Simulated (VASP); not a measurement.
Set up this calculation in VASP 6.6.1, as the native input.

| Quantity | Value |
| --- | --- |
| Task | single point |
| Functional | PBE |
| Potentials or basis | VASP PAW PBE potentials, release 64 (K_sv, I) |
| Cutoff | 520 eV |
| k mesh | 6 × 6 × 6 |
| Occupations | gaussian, width 0.05 eV |
| Spin | no spin polarisation |
| Dipole correction | no |
| Further INCAR settings | ALGO = Normal; EDIFF = 1e-07; NBANDS = 15 |

The structure of KI lies in POSCAR:

```
KI
1.0
    0.0000000000      3.4438328306      3.5873258652
    3.4438328306      0.0000000000      3.5873258652
    3.4438328306      3.4438328306      0.0000000000
K I
1 1
Direct
   -0.0711393416     -0.0711393416      0.0711393416
    0.5219174889      0.5219174889      0.4780825111
```

One way to write it, as run:

INCAR

```
PREC     = Accurate       # precision mode
ENCUT    = 520            # plane-wave cutoff, eV
EDIFF    = 1E-7           # SCF threshold, eV
ISMEAR   = 0              # smearing method
SIGMA    = 0.05           # smearing width, eV
LREAL    = F              # projectors in reciprocal space
LASPH    = T              # aspherical terms in the spheres
NELM     = 60             # most SCF steps
ALGO     = Normal         # electronic algorithm
ISIF     = 2              # what is computed and relaxed
LWAVE    = F              # write WAVECAR
LCHARG   = T              # write CHGCAR
GGA      = PE             # functional
LELF     = T              # ELF
LVHAR    = T            
NBANDS   = 15             # bands
```

KPOINTS

```
Automatic mesh
0
Gamma
  6 6 6
```

Potentials or basis: VASP PAW PBE potentials, release 64 (K_sv, I).

Run with:

```sh
$ cat potpaw_PBE.64/K_sv/POTCAR potpaw_PBE.64/I/POTCAR > POTCAR
$ mpirun -np 1 vasp_std > vasp.out
```

It gave:

| Property | Result |
| --- | --- |
| Pressure | 3.2 GPa |
| Largest force | 1.407 eV/Å |
| Band gap on the k mesh | 4.14 eV, direct |

Caveat: spin-orbit coupling is left out, which moves the levels of the heavy elements; forces of over 1 eV/Å act on the atoms, so gaps and moduli don't describe the material at rest.

Run time: 68 s on 1 thread of AMD EPYC 7R13 Processor (Zen 3) (shared host), peak memory 0.21 GiB.
